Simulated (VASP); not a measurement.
A run of VASP 6.6.1:

File POSCAR:

```
PtSe
1.0
    0.0000000000      2.6787590262      2.6787590262
    2.6787590262      0.0000000000      2.6787590262
    2.6787590262      2.6787590262      0.0000000000
Pt Se
1 1
Direct
    0.0000000000      0.0000000000      0.0000000000
    0.5000000000      0.5000000000      0.5000000000
```

INCAR.step1

```
  ALGO = Normal
  EDIFF = 1E-4
  ENCUT = 520
  GGA = PE
  ISMEAR = -1
  LASPH = True
  LCHARG = False
  LREAL = False
  LWAVE = True
  NBANDS = 15
  NELM = 100
  PREC = Accurate
  SIGMA = 0.03
```

The input INCAR.step2:

```
  ALGO = Normal
  EDIFF = 1E-8
  ENCUT = 520
  ISIF = 2
  ISMEAR = -1
  ISTART = 1
  LASPH = True
  LCHARG = False
  LEFG = True
  LMIXTAU = True
  LREAL = False
  LWAVE = False
  METAGGA = R2SCAN
  NBANDS = 15
  NELM = 100
  PREC = Accurate
  SIGMA = 0.03
```

Contents of KPOINTS:

```
k-points
0
Gamma
  11 11 11
```

Potentials or basis: VASP PAW PBE potentials, release 64 (Pt, Se).

Command:

```sh
$ cat potpaw_PBE.64/Pt/POTCAR potpaw_PBE.64/Se/POTCAR > POTCAR
$ cp INCAR.step1 INCAR
$ mpirun -np 1 vasp_std > vasp.out
$ cp INCAR.step2 INCAR
$ mpirun -np 1 vasp_std > vasp.out
```

Hardware: 1 thread of Intel Xeon 6975P-C (shared host).

Estimate the wall time of this run.

Run time: 110 s on 1 thread of Intel Xeon 6975P-C (shared host), peak memory 0.19 GiB. Counts: k points 56.
